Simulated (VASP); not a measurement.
Write the native input for VASP 6.6.1 that does the following.

```yaml
Task: single point
Functional: r2SCAN
Potentials_or_basis: VASP PAW PBE potentials, release 64 (K_sv, F)
Cutoff: 520 eV
k_mesh: 8 × 8 × 8
Occupations: gaussian, width 0.01 eV
Spin: no spin polarisation
Dipole_correction: no
Further_INCAR_settings: ALGO = Normal; EDIFF = 1e-07; NBANDS = 15
```

The system is KF.

```xyz
2
Lattice="0.0266 2.6590 2.6590 2.6590 0.0266 2.6590 2.6856 2.6856 0.0000" Properties=species:S:1:pos:R:3 pbc="T T T"
K     0.0000    0.0000    0.0000
F     2.6856    2.6856    2.6590
```

This cell differs from its parent crystal: shear xy strain +2.0%.

One way to write it, as run:

POSCAR

```
KF
1.0
    0.0265896056      2.6589605554      2.6589605554
    2.6589605554      0.0265896056      2.6589605554
    2.6855501609      2.6855501609     -0.0000000001
K F
1 1
Direct
    0.0000000000      0.0000000000      0.0000000000
    0.5000000000      0.5000000000      0.5000000000
```

INCAR.step1

```
SYSTEM = KF
ALGO = Normal
EDIFF = 1E-4
ENCUT = 520
GGA = PE
ISMEAR = 0
LASPH = .TRUE.
LCHARG = .FALSE.
LREAL = .FALSE.
LWAVE = .TRUE.
NBANDS = 15
NELM = 80
PREC = Accurate
SIGMA = 0.01
```

INCAR.step2

```
SYSTEM = KF
ALGO = Normal
EDIFF = 1E-7
ENCUT = 520
ISIF = 2
ISMEAR = 0
ISTART = 1
LASPH = .TRUE.
LCHARG = .FALSE.
LMIXTAU = .TRUE.
LREAL = .FALSE.
LWAVE = .FALSE.
METAGGA = R2SCAN
NBANDS = 15
NELM = 80
PREC = Accurate
SIGMA = 0.01
```

KPOINTS

```
k-points
0
G
  8 8 8
  0 0 0
```

Potentials or basis: VASP PAW PBE potentials, release 64 (K_sv, F).

Command:

```console
$ cat potpaw_PBE.64/K_sv/POTCAR potpaw_PBE.64/F/POTCAR > POTCAR
$ cp INCAR.step1 INCAR
$ mpirun -np 1 vasp_std > vasp.out
$ cp INCAR.step2 INCAR
$ mpirun -np 1 vasp_std > vasp.out
```

It gave:

```
Pressure               : 0.0 GPa
Band gap on the k mesh : 6.90 eV, direct
```

Caveat: the cell differs from its parent crystal (shear xy strain +2.0%); the PAW data sets were made with another functional, which shifts forces and pressure a little.

It took 2.7 min on 1 thread of AMD EPYC 7R13 Processor (Zen 3), with other jobs on the host, peak memory 0.16 GiB.
